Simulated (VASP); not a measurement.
A run of VASP 6.6.1 is set up as follows.

The input INCAR:

```
SYSTEM = Sn4O7
ALGO     = Normal         ! electronic algorithm
EDIFF    = 1E-6           ! SCF threshold, eV
ENCUT    = 520            ! plane-wave cutoff, eV
GGA      = PS             ! functional
ISIF     = 2              ! what is computed and relaxed
ISMEAR   = 0              ! smearing method
IVDW     = 12             ! dispersion correction
LASPH    = .TRUE.         ! aspherical terms in the spheres
LCHARG   = .FALSE.        ! write CHGCAR
LREAL    = .FALSE.        ! projectors in reciprocal space
LWAVE    = .FALSE.        ! write WAVECAR
NBANDS   = 60             ! bands
NELECT   = 96.0         
NELM     = 60             ! most SCF steps
PREC     = Accurate       ! precision mode
SIGMA    = 0.05           ! smearing width, eV
```

File KPOINTS:

```
k-points
0
G
  6 6 6
  0 0 0
```

The input POSCAR:

```
Sn4O7
1.0
    3.2156683686      1.8565669983      4.1108686860
   -3.2156683686      1.8565669983      4.1108686860
    0.0000000000     -3.7131339965      4.1108686860
Sn O
4 7
Direct
    0.8647871667      0.8647871667      0.8647871667
    0.3647871667      0.3647871667      0.8647871667
    0.3647871667      0.8647871667      0.3647871667
    0.8647871667      0.3647871667      0.3647871667
    0.6190548989      0.1190548989      0.6190548989
    0.6190548989      0.6190548989      0.1190548989
    0.6105194344      0.6105194344      0.6105194344
    0.1190548989      0.1190548989      0.1190548989
    0.1105194344      0.1105194344      0.6105194344
    0.1105194344      0.6105194344      0.1105194344
    0.6105194344      0.1105194344      0.1105194344
```

Potentials or basis: VASP PAW PBE potentials, release 64 (Sn_d, O).

Launch:

```sh
$ cat potpaw_PBE.64/Sn_d/POTCAR potpaw_PBE.64/O/POTCAR > POTCAR
$ mpirun -np 1 vasp_std > vasp.out
```

Q: Predict the largest force.

A: 3.192 eV/Å.

Q: Estimate the dispersion energy per atom.

A: -0.191 eV.

Forces on the atoms (eV/Å):
```
Sn  -2.532 -1.462  1.281
Sn   2.532 -1.462  1.281
Sn   0.000  2.923  1.281
Sn   0.000  0.000 -1.782
O    0.000  0.112 -0.285
O    0.097 -0.056 -0.285
O   -1.061 -0.613 -0.341
O   -0.097 -0.056 -0.285
O    1.061 -0.613 -0.341
O    0.000  1.225 -0.341
O    0.000  0.000 -0.182
```

Caveat: the cell carries a net charge on a neutralising background, which shifts energy and pressure; the cell differs from its parent crystal (atoms taken out, atom 7 moved 0.000 of the way to it and -0.000 Å across, host rigid); the PAW data sets were made with another functional, which shifts forces and pressure a little.
